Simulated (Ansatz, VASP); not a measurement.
**ZnS: VASP beside Ansatz**

The input INCAR:

```
SYSTEM = ZnS
PREC     = Accurate       ! precision mode
ENCUT    = 520            ! plane-wave cutoff, eV
EDIFF    = 1E-6           ! SCF threshold, eV
ISMEAR   = -1             ! smearing method
SIGMA    = 0.02           ! smearing width, eV
LREAL    = .FALSE.        ! projectors in reciprocal space
LASPH    = .TRUE.         ! aspherical terms in the spheres
NELM     = 60             ! most SCF steps
ALGO     = Normal         ! electronic algorithm
ISIF     = 2              ! what is computed and relaxed
LWAVE    = .FALSE.        ! write WAVECAR
LCHARG   = .FALSE.        ! write CHGCAR
GGA      = PE             ! functional
NBANDS   = 16             ! bands
```

Contents of KPOINTS:

```
regular mesh
0
G
  8 8 8
  0 0 0
```

The input POSCAR:

```
ZnS
1.0
    0.0000000000      2.6507206157      2.6940955541
    2.6940955541      0.0000000000      2.6940955541
    2.6940955541      2.6507206157      0.0000000000
Zn S
1 1
Direct
    0.2500000000      0.2500000000      0.2500000000
    0.0000000000      0.0000000000      0.0000000000
```

Input for Ansatz:

```yaml
crystal:
  lattice:
    - [0.0, 2.6507206157, 2.6940955541]
    - [2.6940955541, 0.0, 2.6940955541]
    - [2.6940955541, 2.6507206157, 0.0]
  atoms:
    - { symbol: Zn, position: [0.25, 0.25, 0.25] }
    - { symbol: S, position: [0.0, 0.0, 0.0] }
kpoints:
  mp_grid: { grid: [8, 8, 8] }
  band_path:
    path:
      - [0.0, 0.0, 0.0]
      - [-0.5, -0.5, 0.0]
      - [-0.375, -0.375, 0.25]
      - [-0.375, 0.0, 0.375]
      - [0.0, 0.0, 0.5]
      - [-0.5, -0.25, 0.25]
    npoints: 1
hamiltonian:
  xc: pbe
scf:
  occupations: { method: fermi_dirac, width: 0.02 }
  n_extra_bands: 4
output:
  forces: true
  stress: true
  eigenvalues: true
```

Change from the starting cell: uniaxial_y strain -1.6%.

Alike in both runs: task single point; functional PBE; k mesh 8 × 8 × 8; occupations fermi-dirac, width 0.02 eV; no spin polarisation.

|  | VASP | Ansatz |
| --- | --- | --- |
| version | VASP 6.6.1 | Ansatz 0.2.0 |
| potentials or method | VASP PAW PBE potentials, release 64 (Zn, S) | plane waves, PAW |
| plane-wave cutoff (eV) | 520 | 420 |
| valence electrons in the cell | 18 | 18 |

```csv
,VASP,Ansatz,Ansatz less VASP
gap on the k mesh at the Fermi level (eV),2.19,2.18,-0.007
pressure (GPa),3.8,3.6,-0.19
"traceless stress, the component that is largest in VASP (GPa)",0.41,0.41,+0.004
```

The functional is the same, so the differences come from potentials, cutoffs and numerics.
